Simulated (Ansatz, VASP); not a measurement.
MoS2 in VASP and in Ansatz

INCAR

```
  PREC = Accurate
  ENCUT = 520
  EDIFF = 1E-8
  ISMEAR = -1
  SIGMA = 0.05
  LREAL = False
  LASPH = True
  NELM = 60
  ALGO = Normal
  ISIF = 2
  LWAVE = False
  LCHARG = False
  GGA = CA
  LEFG = True
  NBANDS = 20
```

File KPOINTS:

```
Automatic mesh
0
Gamma
  15 15 15
```

POSCAR

```
MoS2
1.0
    1.5815003568      0.9130796567      6.1233300000
   -1.5815003568      0.9130796567      6.1233300000
    0.0000000000     -1.8261593134      6.1233300000
Mo S
1 2
Direct
    0.0000000000      0.0000000000      0.0000000000
    0.7484000000      0.7484000000      0.7484000000
    0.5849000000      0.5849000000      0.5849000000
```

Input for Ansatz:

```yaml
crystal:
  lattice:
    - [1.5815003568, 0.9130796567, 6.12333]
    - [-1.5815003568, 0.9130796567, 6.12333]
    - [0.0, -1.8261593134, 6.12333]
  atoms:
    - { symbol: Mo, position: [0.0, 0.0, 0.0] }
    - { symbol: S, position: [0.7484, 0.7484, 0.7484] }
    - { symbol: S, position: [0.5849, 0.5849, 0.5849] }
kpoints:
  mp_grid: { grid: [15, 15, 15] }
  band_path:
    path:
      - [0.0, 0.0, 0.0]
      - [0.5, 0.5, 0.5]
      - [0.8185098338, 0.1814901662, 0.5]
      - [0.5, -0.1814901662, 0.1814901662]
      - [0.5, 0.0, 0.0]
      - [0.0, 0.0, 0.0]
      - [0.3407450831, -0.3407450831, 0.0]
      - [0.6592549169, 0.0, 0.3407450831]
      - [0.5, 0.0, 0.5]
    npoints: 14
scf:
  occupations: { method: fermi_dirac, width: 0.05 }
hamiltonian:
  xc: lda
  pseudopotentials: { kind: paw }
output:
  forces: true
  stress: true
  eigenvalues: true
  efg: { contact_densities: true }
  populations: true
  bader: true
  dos: { projected: true, de: 0.2, e_range: [-14, 8] }
  write_density: true
  write_potential: true
  elf: true
  volumetric_format: npy
```

Alike in both runs: task electric field gradients; functional LDA; k mesh 15 × 15 × 15; occupations fermi-dirac, width 0.05 eV; no spin polarisation.

|  | VASP | Ansatz |
| --- | --- | --- |
| version | VASP 6.6.1 | Ansatz 0.2.0 |
| potentials or method | VASP PAW LDA potentials, release 64 (Mo_sv, S) | PAW with Ansatz's default frozen-core files, scalar-relativistic |
| plane-wave cutoff (eV) | 520 | 420 |
| valence electrons in the cell | 26 | 26 |

|  | VASP | Ansatz | Ansatz less VASP |
| --- | --- | --- | --- |
| pressure (GPa) | 1.5 | 1.4 | -0.11 |
| traceless stress, the component that is largest in VASP (GPa) | 4.78 | 4.83 | +0.042 |
| rms of the force components (eV/Å) | 0.394 | 0.388 | -0.0066 |
| size of Vzz on the site where it differs most (V/Å²) | 96.5 | 92.3 | -4.18 |

LDA's correlation is that of Perdew and Zunger in VASP and of Perdew and Wang (1992) in Ansatz. Atom by atom the forces differ by 0.007 eV/Å (rms over components).
